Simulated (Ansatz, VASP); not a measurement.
## Sc2Cu3 in VASP and in Ansatz

Contents of INCAR:

```
PREC = Accurate
ENCUT = 600
EDIFF = 1E-6
ISMEAR = 0
SIGMA = 0.1
LREAL = F
LASPH = T
NELM = 60
ALGO = Fast
ISIF = 3
LWAVE = F
LCHARG = F
GGA = PE
IBRION = 2
NSW = 100
EDIFFG = -0.01
```

The input KPOINTS:

```
Automatic mesh
0
Gamma
  8 8 8
```

File POSCAR:

```
Sc2Cu3
1.0
    4.6590543161      0.0000000000      0.0000000000
    0.0000000000      4.6590543161      0.0000000000
    0.0000000000      0.0000000000      4.6590543161
Sc Cu
2 3
Direct
    0.5000000000      0.5000000000      0.5000000000
    0.0000000000      0.0000000000      0.0000000000
    0.5000000000      0.0000000000      0.0000000000
    0.0000000000      0.5000000000      0.0000000000
    0.0000000000      0.0000000000      0.5000000000
```

Input for Ansatz:

```yaml
crystal:
  lattice:
    - [4.6590543161, 0.0, 0.0]
    - [0.0, 4.6590543161, 0.0]
    - [0.0, 0.0, 4.6590543161]
  atoms:
    - { symbol: Sc, position: [0.5, 0.5, 0.5] }
    - { symbol: Sc, position: [0.0, 0.0, 0.0] }
    - { symbol: Cu, position: [0.5, 0.0, 0.0] }
    - { symbol: Cu, position: [0.0, 0.5, 0.0] }
    - { symbol: Cu, position: [0.0, 0.0, 0.5] }
basis:
  ecutwfc: 420
kpoints:
  mp_grid: { grid: [8, 8, 8] }
hamiltonian:
  xc: pbe
scf:
  occupations: { method: gaussian, width: 0.1 }
output:
  forces: true
  stress: true
  eigenvalues: true
  write_density: true
  write_potential: true
  elf: true
  volumetric_format: npy
relax:
  adjacent_minimum: "off"
  f_tol: 0.01
  max_steps: 80
  cell: { stress_tol: 0.05 }
```

Change from the starting cell: species swapped into the Tl2F3 type (Pm-3m, No. 221).

Alike in both runs: task relaxation of cell and atoms; functional PBE; k mesh 8 × 8 × 8; occupations gaussian, width 0.1 eV; no spin polarisation.

```csv
,VASP,Ansatz
version,VASP 6.6.1,Ansatz 0.2.0
potentials or method,"VASP PAW PBE potentials, release 64 (Sc_sv, Cu), cutoff 600 eV","scalar-relativistic, plane waves, PAW"
valence electrons in the cell,55,79
```

|  | VASP | Ansatz | Ansatz less VASP |
| --- | --- | --- | --- |
| gap on the k mesh at the Fermi level, each at its own relaxed structure (eV) | none | none | - |
| relaxed volume (Å³/atom) | 20.42 | 20.29 | -0.133 |
| relaxed cell length with the largest relative difference (Å) | 4.674 | 4.664 | -0.0101 |

A gap of «none» marks a metal or a gap that the smearing closes. VASP's potentials hold 55 valence electrons a cell and Ansatz's 79, so a difference there can come from the potentials and not from the codes.
